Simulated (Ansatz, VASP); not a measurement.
## One calculation of RbCl, two programs

```
CELL_PARAMETERS angstrom
0.00000 3.24548 3.24548
3.24548 0.00000 3.24548
3.24548 3.24548 0.00000
ATOMIC_POSITIONS crystal
Rb 0.00000 0.00000 0.00000
Cl 0.50000 0.50000 0.50000
```

Alike in both runs: task single point; functional PBE; k mesh 6 × 6 × 6; occupations gaussian, width 0.02 eV; no spin polarisation.

|  | VASP | Ansatz |
| --- | --- | --- |
| version | VASP 6.6.1 | Ansatz 0.2.0 |
| potentials or method | VASP PAW PBE potentials, release 64 (Rb_sv, Cl), cutoff 500 eV | scalar-relativistic, plane waves, PAW |
| valence electrons in the cell | 16 | 16 |

Ansatz gave:

| Quantity | Value |
| --- | --- |
| gap on the k mesh at the Fermi level (eV) | 5.14 |
| least direct gap on the mesh (eV) | 5.14 |
| pressure (GPa) | 1.7 |

Task: Estimate VASP's values.

Result: gap on the k mesh at the Fermi level (eV): 5.13; least direct gap on the mesh (eV): 5.13; pressure (GPa): 1.7.

With one functional, cell and mesh, what is left measures potentials, basis and numerics.
